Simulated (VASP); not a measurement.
Crystal: BaTiO3.

```xyz
5
Lattice="3.9854 0.0000 0.0000 0.0000 3.9854 0.0000 0.0000 0.0000 4.0745" Properties=species:S:1:pos:R:3 pbc="T T T"
Ba    1.9927    1.9927    2.3923
Ti    0.0000    0.0000    0.4260
O     0.0000    1.9927    0.2511
O     1.9927    0.0000    0.2511
O     0.0000    0.0000    2.2209
```

This cell differs from its parent crystal: strain along c alone, the other axes held: -3.0 %.

```yaml
Program: VASP 6.6.1
Task: relaxation of the atoms
Functional: PBE
Potentials_or_basis: VASP PAW PBE potentials, release 64 (Ba_sv, Ti_sv, O)
Cutoff: 520 eV
k_mesh: 8 × 8 × 6
Occupations: gaussian, width 0.02 eV
Spin: no spin polarisation
```

At the start: pressure 5.7 GPa; volume 12.94 Å³/atom.

Problem. Where does the relaxation end?

Solution. Over 7 steps the energy falls by 2.6 meV/atom; space group P4mm (No. 99, to 0.1 Å) before and after.

The path:
```csv
step,energy change (eV),largest force (eV/Å),pressure (GPa)
1,0.0000,0.5328,5.68
2,-0.0113,0.1280,4.39
3,-0.0113,0.1255,4.45
4,-0.0122,0.0826,4.42
5,-0.0129,0.0088,4.36
6,-0.0129,0.0090,4.36
7,-0.0129,0.0023,4.34
```

Final structure:
```
CELL_PARAMETERS angstrom
3.98545 0.00000 0.00000
0.00000 3.98545 0.00000
0.00000 0.00000 4.07447
ATOMIC_POSITIONS crystal
Ba 0.50000 0.50000 0.58173
Ti 0.00000 0.00000 0.09871
O 0.00000 0.50000 0.06392
O 0.50000 0.00000 0.06392
O 0.00000 0.00000 0.55172
```

Caveat: the cell differs from its parent crystal (strain along c alone, the other axes held: -3.0 %).
